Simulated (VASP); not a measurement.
Input of a VASP 6.6.1 run:

POSCAR

```
TaN
1.0
    2.9217699809      0.0000000000      0.0000000000
   -1.4608849905      2.5303270275      0.0000000000
    0.0000000000      0.0000000000      5.9165150000
Ta N
2 2
Direct
    0.0000000000      0.0000000000      0.5000000000
    0.0000000000      0.0000000000      0.0000000000
    0.3333333333      0.6666666667      0.2500000000
    0.6666666667      0.3333333333      0.7500000000
```

File INCAR.step1:

```
SYSTEM = TaN
PREC     = Accurate       ! precision mode
ENCUT    = 520            ! plane-wave cutoff, eV
EDIFF    = 1E-5           ! SCF threshold, eV
ISMEAR   = -1             ! smearing method
SIGMA    = 0.05           ! smearing width, eV
LREAL    = .False.        ! projectors in reciprocal space
LASPH    = .True.         ! aspherical terms in the spheres
NELM     = 80             ! most SCF steps
ALGO     = Normal         ! electronic algorithm
ISIF     = 2              ! what is computed and relaxed
LWAVE    = .True.         ! write WAVECAR
LCHARG   = .False.        ! write CHGCAR
NBANDS   = 24             ! bands
GGA      = PE             ! functional
```

The input INCAR.step2:

```
SYSTEM = TaN
PREC     = Accurate       ! precision mode
ENCUT    = 520            ! plane-wave cutoff, eV
EDIFF    = 1E-7           ! SCF threshold, eV
ISMEAR   = -1             ! smearing method
SIGMA    = 0.05           ! smearing width, eV
LREAL    = .False.        ! projectors in reciprocal space
LASPH    = .True.         ! aspherical terms in the spheres
NELM     = 80             ! most SCF steps
ALGO     = Normal         ! electronic algorithm
ISIF     = 2              ! what is computed and relaxed
LWAVE    = .False.        ! write WAVECAR
LCHARG   = .False.        ! write CHGCAR
METAGGA  = R2SCAN         ! meta-GGA
LHFCALC  = .True.         ! exact exchange
AEXX     = 0.25           ! exact-exchange fraction
LMIXTAU  = .True.       
PRECFOCK = Normal       
NBANDS   = 24             ! bands
ISTART   = 1
```

KPOINTS

```
Automatic mesh
0
Gamma
  6 6 3
  0 0 0
```

Potentials or basis: VASP PAW PBE potentials, release 64 (Ta_pv, N).

Command:

```sh
$ cat potpaw_PBE.64/Ta_pv/POTCAR potpaw_PBE.64/N/POTCAR > POTCAR
$ cp INCAR.step1 INCAR
$ mpirun -np 1 vasp_std > vasp.out
$ cp INCAR.step2 INCAR
$ mpirun -np 1 vasp_std > vasp.out
```

Q: Predict the band gap on the k mesh.

A: Zero (bands 16 and 17 overlap by 2.12 eV).

Q: Predict the pressure.

A: -11.9 GPa.

Stress tensor (GPa, compression positive):
```
-11.10   0.00   0.00
  0.00 -11.10   0.00
  0.00   0.00 -13.50
```

Caveat: the k points lie up to 0.41 Å⁻¹ apart, too coarse for converged energies and pressures of a metal; the PAW data sets were made with another functional, which shifts forces and pressure a little; spin-orbit coupling is left out, which moves the levels of the heavy elements.
